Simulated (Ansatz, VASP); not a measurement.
# SnSe in VASP and in Ansatz

The input INCAR:

```
SYSTEM = SnSe
PREC = Accurate
ENCUT = 520
EDIFF = 1E-7
ISMEAR = -1
SIGMA = 0.05
LREAL = .FALSE.
LASPH = .TRUE.
NELM = 80
ALGO = Normal
ISIF = 2
LWAVE = .FALSE.
LCHARG = .FALSE.
GGA = PE
ALDAC = 0.0
AGGAC = 0.0
NBANDS = 17
```

The input KPOINTS:

```
Automatic mesh
0
G
  8 8 8
  0 0 0
```

POSCAR

```
SnSe
1.0
    0.0000000000      3.0100000000      3.0100000000
    3.0100000000      0.0000000000      3.0100000000
    3.0100000000      3.0100000000      0.0000000000
Sn Se
1 1
Direct
    0.0000000000      0.0000000000      0.0000000000
    0.5000000000      0.5000000000      0.5000000000
```

input.yaml

```yaml
crystal:
  lattice:
    - [0.0, 3.01, 3.01]
    - [3.01, 0.0, 3.01]
    - [3.01, 3.01, 0.0]
  atoms:
    - { symbol: Sn, position: [0.0, 0.0, 0.0] }
    - { symbol: Se, position: [0.5, 0.5, 0.5] }
hamiltonian:
  xc: { exchange: pbe, correlation: none }
  pseudopotentials: { kind: paw }
kpoints:
  mp_grid: { grid: [8, 8, 8] }
scf:
  occupations: { method: fermi_dirac, width: 0.05 }
output:
  forces: true
  stress: true
  eigenvalues: true
```

Alike in both runs: task single point; functional PBE exchange alone; k mesh 8 × 8 × 8; occupations fermi-dirac, width 0.05 eV; no spin polarisation.

```csv
,VASP,Ansatz
version,VASP 6.6.1,Ansatz 0.2.0
potentials or method,"VASP PAW PBE potentials, release 64 (Sn_d, Se)",Ansatz PAW
plane-wave cutoff (eV),520,420
valence electrons in the cell,20,30
```

```csv
,VASP,Ansatz,Ansatz less VASP
gap on the k mesh at the Fermi level (eV),0.40,0.40,-0.003
least direct gap on the mesh (eV),0.40,0.40,-0.003
pressure (GPa),10.5,10.4,-0.03
```

VASP's potentials were made for PBE, not for PBE exchange alone. The functional is the same, so the differences come from potentials, cutoffs and numerics. VASP's potentials hold 20 valence electrons a cell and Ansatz's 30, so a difference there can come from the potentials and not from the codes.
